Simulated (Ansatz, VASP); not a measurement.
## Two plane-wave programs on Se

```
Se
1.0
     4.52038    0.00000    0.00000
    -2.26019    3.91476    0.00000
     0.00000    0.00000    5.04531
Se
3
Cartesian
  0.9896 0.0000 1.6818
  4.0256 0.8570 3.3635
  1.7654 3.0577 0.0000
```

Alike in both runs: task single point; functional PBE; k mesh 5 × 5 × 4; occupations fermi-dirac, width 0.05 eV; no spin polarisation.

|  | VASP | Ansatz |
| --- | --- | --- |
| version | VASP 6.6.1 | Ansatz 0.2.0 |
| potentials or method | VASP PAW PBE potentials, release 64 (Se), cutoff 520 eV | plane waves (420 eV) with PAW, scalar-relativistic |
| valence electrons in the cell | 18 | 48 |

```tsv
	VASP	Ansatz	Ansatz less VASP
pressure (GPa)	0.1	0.0	-0.10
```

VASP's potentials hold 18 valence electrons a cell and Ansatz's 48, so a difference there can come from the potentials and not from the codes.
